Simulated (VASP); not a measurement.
Write the native input for VASP 6.6.1 that does the following.

```yaml
Task: single point
Functional: PBE
Potentials_or_basis: VASP PAW PBE potentials, release 64 (Al)
Cutoff: 520 eV
k_mesh: 20 × 20 × 20
Occupations: gaussian, width 0.15 eV
Spin: no spin polarisation
Dipole_correction: no
Further_INCAR_settings: ALGO = Normal; EDIFF = 1e-06; NBANDS = 8
```

The structure of Al lies in POSCAR:

```
Al
1.0
    0.0000000000      2.0239800000      1.9227810000
    2.0239800000      0.0000000000      1.9227810000
    2.0239800000      2.0239800000      0.0000000000
Al
1
Direct
    0.0000000000      0.0000000000      0.0000000000
```

This cell differs from its parent crystal: strain +0.000 along x and y, -0.050 along z.

The input as run:

INCAR

```
PREC = Accurate ; ENCUT = 520
EDIFF = 1E-6 ; ISMEAR = 0
SIGMA = 0.15 ; LREAL = F
LASPH = T ; NELM = 100
ALGO = Normal ; ISIF = 2
LWAVE = F ; LCHARG = T
GGA = PE ; LELF = T
LVHAR = T ; NBANDS = 8
```

KPOINTS

```
Automatic mesh
0
Gamma
  20 20 20
```

Potentials or basis: VASP PAW PBE potentials, release 64 (Al).

Command:

```sh
$ cat potpaw_PBE.64/Al/POTCAR > POTCAR
$ mpirun -np 1 vasp_std > vasp.out
```

It gave:

The pressure is 4.1 GPa and the band gap on the k mesh is zero (an odd number of electrons rules out a gap without spin polarisation).

Caveat: the cell differs from its parent crystal (strain +0.000 along x and y, -0.050 along z); the cell stands under pressure.

Run time: 74 s on 1 thread of Intel Xeon 8259CL, on a shared host, peak memory 0.18 GiB.
